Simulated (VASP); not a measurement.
## Ta2N: single point with PBE

Ta2N:

```
Ta N
1.0
     2.94608    0.00000    0.00000
    -1.47304    2.55138    0.00000
     0.00000    0.00000    4.63780
Ta N
2 1
Direct
  0.66667 0.33333 0.74491
  0.33333 0.66667 0.25509
  0.00000 0.00000 0.00000
```

This cell differs from its parent crystal: strain -0.050 along x and y, -0.050 along z.

```
Program                : VASP 6.6.1
Task                   : single point
Functional             : PBE
Potentials or basis    : VASP PAW PBE potentials, release 64 (Ta_pv, N)
Cutoff                 : 520 eV
k mesh                 : 18 × 18 × 10
Occupations            : gaussian, width 0.15 eV
Spin                   : no spin polarisation
Dipole correction      : no
Further INCAR settings : ALGO = Normal; EDIFF = 1e-06; NBANDS = 20
```

```json
{
  "Pressure": "61.4 GPa",
  "Largest force": "1.214 eV/Å",
  "Band gap on the k mesh": "zero (an odd number of electrons rules out a gap without spin polarisation)"
}
```

Forces on the atoms (eV/Å):
```
Ta   0.000  0.000 -1.214
Ta   0.000  0.000  1.214
N    0.000  0.000  0.000
```

Stress tensor (GPa, compression positive):
```
61.29  0.00  0.00
 0.00 61.29  0.00
 0.00  0.00 61.65
```

Levels at points of the mesh, in eV from the Fermi level:
| k point | band 11 | band 12 | band 13 | band 14 | band 15 | band 16 |
| --- | --- | --- | --- | --- | --- | --- |
| (0.00, 0.00, 0.00) | -4.80 | -0.88 | -0.28 | -0.28 | 0.30 | 0.40 |
| (0.50, 0.00, 0.00) | -5.45 | -2.74 | -1.17 | 2.10 | 2.45 | 4.70 |
| (0.00, 0.00, 0.50) | -3.34 | -2.66 | -1.34 | -1.34 | 2.13 | 2.85 |
| (0.50, 0.00, 0.50) | -3.87 | -2.11 | -2.03 | -0.34 | 0.93 | 4.19 |

It took 2.1 min on 1 thread of Intel(R) Xeon(R) Platinum 8488C (Sapphire Rapids) (shared host), peak memory 0.32 GiB.

Caveat: the cell differs from its parent crystal (strain -0.050 along x and y, -0.050 along z); the cell stands under pressure; spin-orbit coupling is left out, which moves the levels of the heavy elements; forces of over 1 eV/Å act on the atoms, so gaps and moduli don't describe the material at rest.
